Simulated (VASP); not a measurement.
A run of VASP 6.6.1:

Contents of INCAR:

```
  PREC = Accurate
  ENCUT = 520
  EDIFF = 1E-7
  ISMEAR = 0
  SIGMA = 0.1
  LREAL = False
  LASPH = True
  NELM = 80
  ALGO = Normal
  ISIF = 2
  LWAVE = False
  LCHARG = False
  GGA = PE
  NBANDS = 19
```

KPOINTS

```
regular mesh
0
Gamma
  6 6 4
```

The input POSCAR:

```
Be2CdS
1.0
    3.1557923327     -0.0000000025      0.0000000000
   -1.5778961641      2.7329963304      0.0000000000
    0.0000000000      0.0000000000      6.6972867133
Be Cd S
2 1 1
Direct
    0.6666666667      0.3333333333      0.8173161263
    0.6666666667      0.3333333333      0.1826838737
    0.3333333333      0.6666666667      0.5000000000
    0.0000000000      0.0000000000      0.0000000000
```

Potentials or basis: VASP PAW PBE potentials, release 64 (Be, Cd, S).

Command:

```bash
$ cat potpaw_PBE.64/Be/POTCAR potpaw_PBE.64/Cd/POTCAR potpaw_PBE.64/S/POTCAR > POTCAR
$ mpirun -np 1 vasp_std > vasp.out
```

Hardware: 1 thread of Intel(R) Xeon(R) Platinum 8488C (Sapphire Rapids), on a shared host.

Estimate the wall time of this run.

Run time: 16 s on 1 thread of Intel(R) Xeon(R) Platinum 8488C (Sapphire Rapids), on a shared host, peak memory 0.18 GiB. Counts: scf iterations 13, k points 21.
